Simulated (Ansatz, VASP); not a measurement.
**Mg in VASP and in Ansatz**

```
Mg
1.0
    -1.47156    1.47156    1.47156
     1.47156   -1.47156    1.47156
     1.47156    1.47156   -1.47156
Mg
1
Direct
  0.00000 0.00000 0.00000
```

Change from the starting cell: volume scaled by 0.99.

Alike in both runs: task single point; functional LDA; k mesh 19 × 19 × 19; occupations fermi-dirac, width 0.03 eV; no spin polarisation.

|  | VASP | Ansatz |
| --- | --- | --- |
| version | VASP 6.6.1 | Ansatz 0.2.0 |
| potentials or method | VASP PAW LDA potentials, release 64 (Mg), cutoff 520 eV | all-electron LAPW, scalar-relativistic |

VASP gave:

```
pressure (GPa) : 58.2
```

**Question.** What did Ansatz give for the same quantities?

**Answer.** Pressure (GPa): 57.8.

LDA's correlation is that of Perdew and Zunger in VASP and of Perdew and Wang (1992) in Ansatz. Both programs put the cell under a high pressure, so it lies far from rest at this level. Ansatz ran all-electron here, and VASP with PAW potentials.
